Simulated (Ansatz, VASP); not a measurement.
## Zr3O: VASP beside Ansatz

```
Zr O
1.0
     5.71091    0.00000    0.00000
    -2.85545    4.94579    0.00000
     0.00000    0.00000    4.92966
Zr O
6 2
Direct
  0.35290 0.00000 0.00000
  0.35290 0.35290 0.50000
  0.00000 0.35290 0.00000
  0.64710 0.00000 0.50000
  0.64710 0.64710 0.00000
  0.00000 0.64710 0.50000
  0.33333 0.66667 0.25000
  0.66667 0.33333 0.75000
```

Alike in both runs: task single point; functional PBEsol; k mesh 9 × 9 × 8; occupations gaussian, width 0.15 eV; no spin polarisation.

```csv
,VASP,Ansatz
version,VASP 6.6.1,Ansatz 0.2.0
potentials or method,"VASP PAW PBE potentials, release 64 (Zr_sv, O), cutoff 520 eV","scalar-relativistic, plane waves, PAW"
valence electrons in the cell,84,84
```

Ansatz gave:

| Item | Value |
| --- | --- |
| gap on the k mesh at the Fermi level (eV) | none |
| pressure (GPa) | 2.8 |
| traceless stress, the component that is largest in VASP (GPa) | 6.62 |
| rms of the force components (eV/Å) | 0.444 |

Estimate VASP's values.

gap on the k mesh at the Fermi level (eV): none; pressure (GPa): 3.0; traceless stress, the component that is largest in VASP (GPa): 6.64; rms of the force components (eV/Å): 0.452.

VASP's potentials were made for PBE, not for PBEsol, and Ansatz warns of the same on its side. Atom by atom the forces differ by 0.008 eV/Å (rms over components). A gap of «none» marks a metal or a gap that the smearing closes.
